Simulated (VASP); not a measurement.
Here is a VASP 6.6.1 calculation.

Contents of INCAR:

```
  PREC = Accurate
  ENCUT = 520
  EDIFF = 1E-6
  ISMEAR = 0
  SIGMA = 0.05
  LREAL = Auto
  LASPH = T
  NELM = 150
  ALGO = Normal
  ISIF = 2
  LWAVE = F
  LCHARG = F
  ISPIN = 2
  MAGMOM = 0 0 0 0 0 0 0 0 0 0 0 0 0 0 0 0 0 0 0 0 0 0 0 0 0 0 0 0 0 0 0 0 0 0 0 0 0 0 0 0 0 0 0 0 0 0 0 0 0 0 0 0 0 0 0 0 0 0 0 0 0 0 0 0
  LORBIT = 11
  LMAXMIX = 4
  GGA = PE
  NBANDS = 174
```

KPOINTS

```
regular mesh
0
Gamma
  1 1 1
```

POSCAR

```
TiSi63
1.0
    6.6508880000      6.6508890000      3.8447710000
   -9.9763330000      3.3254440000      1.9223860000
    3.3254440000     -9.9763330000      9.6119280000
Ti Si
1 63
Direct
    0.1336041270      0.9672755166      0.9613933324
    0.3824476532      0.7045035568      0.7043660359
    0.1337522522      0.7085313755      0.2057095142
    0.6327228774      0.4543762630      0.4551668435
    0.8868959809      0.2014070112      0.2020031217
    0.3802772764      0.4523302621      0.9549597796
    0.6304915855      0.2054656742      0.7032342973
    0.1326676337      0.4543357324      0.4541735493
    0.3870757187      0.2062027270      0.2052808779
    0.1318698965      0.2027089931      0.7048870273
    0.8820205364      0.9531951835      0.4565176283
    0.6396990670      0.9533694304      0.9546528612
    0.8798478162      0.7031929552      0.7037253168
    0.3838223987      0.9556744402      0.4536129533
    0.6342955257      0.7015746525      0.2051304674
    0.8865433938      0.4577968781      0.9541248249
    0.1196756418      0.5544292387      0.0460861767
    0.3641753676      0.2920438449      0.7966035149
    0.6161731970      0.0464706282      0.5444969499
    0.1181320881      0.2961319385      0.2952497811
    0.3834298666      0.0502103823      0.0493998603
    0.1159486071      0.0443059507      0.5453410327
    0.8655042310      0.7929034275      0.2983656094
    0.6149884971      0.7939630903      0.7948181484
    0.8652516556      0.5442179341      0.5446736608
    0.3674622318      0.7964604391      0.2945970608
    0.6120939465      0.5390141532      0.0454419005
    0.1139950427      0.7914868360      0.7910758433
    0.3649309650      0.5449983618      0.5447636532
    0.8637147263      0.2996484324      0.7927472884
    0.6210662166      0.2962154230      0.2964190055
    0.8733626592      0.0414369957      0.0420286068
    0.0394388514      0.1500985095      0.9532887304
    0.2945781129      0.8831676273      0.7033104032
    0.5439407734      0.6338367327      0.4551902136
    0.0419405904      0.8860557853      0.2092298788
    0.2974854006      0.6356980338      0.9542832832
    0.0444488799      0.6337716823      0.4550257374
    0.7979942747      0.3816577834      0.2041123881
    0.5395779324      0.3831511735      0.7051415559
    0.7955960604      0.1333754767      0.4544532113
    0.2954843250      0.3841814507      0.2049312825
    0.5540148056      0.1339610721      0.9545070502
    0.0453274718      0.3832815565      0.7039145405
    0.2933915650      0.1340567475      0.4548148996
    0.7923543334      0.8837932782      0.7052727961
    0.5479113024      0.8824944917      0.2051931772
    0.7869072858      0.6293099521      0.9542639117
    0.2044654040      0.6146868990      0.7938687342
    0.4533524344      0.3656931877      0.5447649770
    0.7088959736      0.1146481319      0.2935091766
    0.2029795383      0.3736030759      0.0479408755
    0.4558104193      0.1141694877      0.7952897710
    0.2064024958      0.1169665772      0.2944758735
    0.9456595376      0.8555534469      0.0486723319
    0.7025449843      0.8659486598      0.5457522387
    0.9565047990      0.6142937367      0.2946029708
    0.4629281374      0.8653656274      0.0447230422
    0.7022932869      0.6138887095      0.7940529736
    0.2058760345      0.8655192954      0.5434941331
    0.4548298541      0.6161445283      0.2951258690
    0.9554280811      0.3653745642      0.5442258707
    0.7105232834      0.3657592535      0.0441982940
    0.9484499250      0.1181369483      0.7922101064
```

Potentials or basis: VASP PAW PBE potentials, release 64 (Ti_sv, Si).

Launch:

```console
$ cat potpaw_PBE.64/Ti_sv/POTCAR potpaw_PBE.64/Si/POTCAR > POTCAR
$ mpirun -np 1 vasp_gam > vasp.out
```

(1) What does it give for the largest force?

(2) Estimate the pressure.

Answers

(1) 0.042 eV/Å.

(2) 1.8 GPa.

Caveat: the k points lie up to 0.67 Å⁻¹ apart.
